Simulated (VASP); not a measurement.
Wanted: the native input for a VASP 6.6.1 run.

```yaml
Task: single point
Functional: PBE
Dispersion: D3(BJ)
Potentials_or_basis: VASP PAW PBE potentials, release 64 (I)
Cutoff: 520 eV
k_mesh: 8 × 8 × 4
Occupations: gaussian, width 0.02 eV
Spin: no spin polarisation
Dipole_correction: no
Further_INCAR_settings: ALGO = Normal; EDIFF = 1e-06; NBANDS = 22
```

The structure of I lies in POSCAR:

```
I
1.0
    3.7410095334     -2.2575490514      0.0000000000
    3.7410095334      2.2575490514      0.0000000000
    0.0000000000      0.0000000000      9.6845328716
I
4
Direct
    0.8310581152      0.1689418848      0.8778064213
    0.3310581152      0.6689418848      0.6221935787
    0.1689418848      0.8310581152      0.1221935787
    0.6689418848      0.3310581152      0.3778064213
```

One way to write it, as run:

INCAR

```
  PREC = Accurate
  ENCUT = 520
  EDIFF = 1E-6
  ISMEAR = 0
  SIGMA = 0.02
  LREAL = False
  LASPH = True
  NELM = 60
  ALGO = Normal
  ISIF = 2
  LWAVE = False
  LCHARG = True
  GGA = PE
  IVDW = 12
  LELF = True
  LVHAR = True
  NBANDS = 22
```

KPOINTS

```
regular mesh
0
Gamma
  8 8 4
```

Potentials or basis: VASP PAW PBE potentials, release 64 (I).

Command:

```console
$ cat potpaw_PBE.64/I/POTCAR > POTCAR
$ mpirun -np 1 vasp_std > vasp.out
```

It gave:

* Pressure: -0.3 GPa
* Largest force: 0.010 eV/Å
* Band gap on the k mesh: 0.88 eV (least direct gap 1.14 eV)
* Dispersion energy per atom: -0.316 eV

Caveat: spin-orbit coupling is left out, which moves the levels of the heavy elements.

It took 2.1 min on 1 thread of Intel(R) Xeon(R) Platinum 8259CL CPU @ 2.50GHz (Skylake/Cascade Lake), with other jobs on the host, peak memory 0.36 GiB.
